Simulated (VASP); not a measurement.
The system is RbBr.

```xyz
2
Lattice="-0.0557 3.4608 3.4608 3.4608 -0.0557 3.4608 3.4051 3.4051 0.0000" Properties=species:S:1:pos:R:3 pbc="T T T"
Rb    0.0000    0.0000    0.0000
Br    3.4051    3.4051    3.4608
```

This cell differs from its parent crystal: shear xy strain -3.2%.

Base run:

| Property | Result |
| --- | --- |
| Program | VASP 6.6.1 |
| Functional | PBE |
| Potentials or basis | VASP PAW PBE potentials, release 64 (Rb_sv, Br) |
| Cutoff | 520 eV |
| k mesh | 6 × 6 × 6 |
| Occupations | fermi-dirac, width 0.02 eV |
| Spin | no spin polarisation |

Its results: band gap on the k mesh 4.26 eV, direct; pressure 0.6 GPa.

Q: The run is repeated on the same cell with these changes: functional from PBE to r2SCAN; occupations from fermi-dirac, width 0.02 eV to gaussian, width 0.01 eV. What comes out?

A: Band gap on the k mesh 4.86 eV, direct; pressure 0.0 GPa.

Caveats: the PAW data sets were made with another functional, which shifts forces and pressure a little (some runs).

